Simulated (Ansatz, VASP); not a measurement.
# One calculation of Ga2As, two programs

```
Ga As
1.0
     4.03746    0.00000    0.00000
     0.00000    4.03746    0.00000
     0.00000    0.00000    7.29741
Ga As
4 2
Cartesian
  0.0000 0.0000 0.0000
  2.0187 2.0187 0.0000
  0.0000 2.0187 2.4323
  2.0187 0.0000 4.8651
  0.0000 2.0187 5.0446
  2.0187 0.0000 2.2528
```

Alike in both runs: functional PBE; k mesh 4 × 4 × 4; occupations gaussian, width 0.1 eV; no spin polarisation.

Ansatz relaxed the structure, and its values are those at the end. VASP's run is a single point on that final structure, the one shown.

|  | VASP | Ansatz |
| --- | --- | --- |
| version | VASP 6.6.1 | Ansatz 0.2.0 |
| potentials or method | VASP PAW PBE potentials, release 64 (Ga_d, As), cutoff 520 eV | scalar-relativistic, plane waves, PAW |
| valence electrons in the cell | 62 | 82 |

VASP gave:

| Property | Result |
| --- | --- |
| gap on the k mesh at the Fermi level (eV) | none |
| pressure (GPa) | 0.0 |
| rms of the force components (eV/Å) | 0.003 |

Question: Which values does Ansatz return?

Answer: gap on the k mesh at the Fermi level (eV): none; pressure (GPa): -0.1; rms of the force components (eV/Å): 0.001.

A gap of «none» marks a metal or a gap that the smearing closes. VASP's potentials hold 62 valence electrons a cell and Ansatz's 82, so a difference there can come from the potentials and not from the codes.

The k mesh is coarse, so the values compare programs but aren't converged.
